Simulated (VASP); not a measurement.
Set up this calculation in VASP 6.6.1, as the native input.

- Task: relaxation of cell and atoms
- Functional: PBE
- Potentials or basis: VASP PAW PBE potentials, release 64 (Br)
- Cutoff: 600 eV
- k mesh: 10 × 10 × 10
- Occupations: gaussian, width 0.02 eV
- Spin: no spin polarisation
- Dipole correction: no
- Further INCAR settings: ALGO = Normal; EDIFF = 1e-07; IBRION = 2; EDIFFG = -0.01; NSW = 100; ISIF = 3

The structure of Br lies in POSCAR:

```
Br
1.0
    0.0000000000      3.8144327132      4.8496081915
    2.2231409422      0.0000000000      4.8496081915
    2.2231409422      3.8144327132      0.0000000000
Br
2
Direct
    0.1209488725      0.1209488725      0.8790511275
    0.8790511275      0.8790511275      0.1209488725
```

One way to write it, as run:

INCAR

```
SYSTEM = Br
PREC = Accurate ; ENCUT = 600
EDIFF = 1E-7 ; ISMEAR = 0
SIGMA = 0.02 ; LREAL = .FALSE.
LASPH = .TRUE. ; NELM = 80
ALGO = Normal ; ISIF = 3
LWAVE = .FALSE. ; LCHARG = .FALSE.
GGA = PE ; IBRION = 2
NSW = 100 ; EDIFFG = -0.01
```

KPOINTS

```
Automatic mesh
0
G
  10 10 10
  0 0 0
```

Potentials or basis: VASP PAW PBE potentials, release 64 (Br).

Launch:

```console
$ cat potpaw_PBE.64/Br/POTCAR > POTCAR
$ mpirun -np 1 vasp_std > vasp.out
```

Results of the run:

```json
{"Relaxed volume": "45.73 Å³/atom", "Relaxed cell": "a = 6.549 Å, b = 5.280 Å, c = 4.917 Å, α = 79.83°, β = 52.52°, γ = 47.65°", "Space group after relaxing (to 0.1 Å)": "Fmmm (No. 69)", "Energy gained by relaxing": "4.6 meV/atom", "Ionic steps": "24", "Pressure after relaxing": "0.0 GPa", "Band gap on the k mesh": "0.27 eV"}
```

Caveat: this functional lacks dispersion, which holds the molecules together, so the pressure and a relaxed volume are unreliable.

It took 24 min on 1 thread of Intel(R) Xeon(R) 6975P-C (Granite Rapids), with other jobs on the host, peak memory 0.43 GiB.
